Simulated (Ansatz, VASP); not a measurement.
One calculation of KBr, two programs

INCAR

```
PREC = Accurate
ENCUT = 520
EDIFF = 1E-6
ISMEAR = 0
SIGMA = 0.05
LREAL = False
LASPH = True
NELM = 100
ALGO = Normal
ISIF = 2
LWAVE = False
LCHARG = False
NBANDS = 24
```

Contents of KPOINTS:

```
Automatic mesh
0
Gamma
  6 6 4
```

POSCAR

```
KBr
1.0
    3.8300121826      0.0000000000      0.0000000000
    0.0000000000      3.8300121826      0.0000000000
    0.0000000000      0.0000000000      7.6600243652
K Br
2 2
Direct
    0.0000000000      0.0000000000      0.0000000000
    0.0000000000      0.0000000000      0.5000000000
    0.4709139306      0.5000000000      0.2500000000
    0.5290860694      0.5000000000      0.7500000000
```

Input for Ansatz:

```yaml
crystal:
  lattice:
    - [3.8300121826, 0.0, 0.0]
    - [0.0, 3.8300121826, 0.0]
    - [0.0, 0.0, 7.6600243652]
  atoms:
    - { symbol: K, position: [0.0, 0.0, 0.0] }
    - { symbol: K, position: [0.0, 0.0, 0.5] }
    - { symbol: Br, position: [0.4709139306, 0.5, 0.25] }
    - { symbol: Br, position: [0.5290860694, 0.5, 0.75] }
basis:
  ecutwfc: 420
kpoints:
  mp_grid: { grid: [6, 6, 4] }
hamiltonian:
  xc: lda
scf:
  occupations: { method: gaussian, width: 0.05 }
output:
  forces: true
  stress: true
  eigenvalues: true
```

Change from the starting cell: mode 4 frozen in at -0.111 Å, equal normal strain along x, y and z +0.0000.

Alike in both runs: task single point; functional LDA; k mesh 6 × 6 × 4; occupations gaussian, width 0.05 eV; no spin polarisation.

|  | VASP | Ansatz |
| --- | --- | --- |
| version | VASP 6.6.1 | Ansatz 0.2.0 |
| potentials or method | VASP PAW LDA potentials, release 64 (K_sv, Br), cutoff 520 eV | scalar-relativistic, plane waves, PAW |
| valence electrons in the cell | 32 | 32 |

```csv
,VASP,Ansatz,Ansatz less VASP
gap on the k mesh at the Fermi level (eV),4.04,4.03,-0.011
least direct gap on the mesh (eV),4.35,4.34,-0.012
pressure (GPa),0.2,0.1,-0.10
rms of the force components (eV/Å),0.046,0.044,-0.0016
```

LDA's correlation is that of Perdew and Zunger in VASP and of Perdew and Wang (1992) in Ansatz. Atom by atom the forces differ by 0.002 eV/Å (rms over components).
